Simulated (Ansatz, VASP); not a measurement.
Al: VASP beside Ansatz

```
CELL_PARAMETERS angstrom
0.00000 2.02481 2.02481
2.02481 0.00000 2.02481
2.02481 2.02481 0.00000
ATOMIC_POSITIONS crystal
Al 0.00000 0.00000 0.00000
```

Alike in both runs: task single point; functional PBE; k mesh 6 × 6 × 6; occupations fermi-dirac, width 0.03 eV; no spin polarisation.

|  | VASP | Ansatz |
| --- | --- | --- |
| version | VASP 6.6.1 | Ansatz 0.2.0 |
| potentials or method | VASP PAW PBE potentials, release 64 (Al), cutoff 500 eV | all-electron LAPW, scalar-relativistic |

|  | VASP | Ansatz | Ansatz less VASP |
| --- | --- | --- | --- |
| gap on the k mesh at the Fermi level (eV) | none | none | - |
| pressure (GPa) | 0.0 | 0.0 | +0.04 |

A gap of «none» marks a metal or a gap that the smearing closes. Ansatz ran all-electron here, and VASP with PAW potentials.

The k mesh is coarse, so the values compare programs but aren't converged.
